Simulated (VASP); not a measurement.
The system is AgBr.

```
Ag Br
1.0
     0.00000    2.88916    2.88916
     2.88916    0.00000    2.88916
     2.88916    2.88916    0.00000
Ag Br
1 1
Direct
  0.00000 0.00000 0.00000
  0.50000 0.50000 0.50000
```

Base run:

- Program: VASP 6.6.1
- Functional: BLYP
- Potentials or basis: VASP PAW PBE potentials, release 64 (Ag, Br)
- Cutoff: 500 eV
- k mesh: 8 × 8 × 8
- Occupations: fermi-dirac, width 0.05 eV
- Spin: no spin polarisation

Its results: band gap on the k mesh 0.75 eV, indirect (least direct gap 2.58 eV); pressure 5.0 GPa.

Problem. After a change of settings the same cell gave: band gap on the k mesh 0.51 eV, indirect (least direct gap 2.39 eV); pressure -2.5 GPa. Which change was it?
A. functional from BLYP to PBE; dispersion from none to D3(BJ)
B. functional from BLYP to PBE
C. functional from BLYP to RPBE; dispersion from none to D4
D. functional from BLYP to PBEsol

Solution. D.

PBEsol binds more tightly than BLYP, so the same cell stands under less pressure.

Caveats: the PAW data sets were made with another functional, which shifts forces and pressure a little.
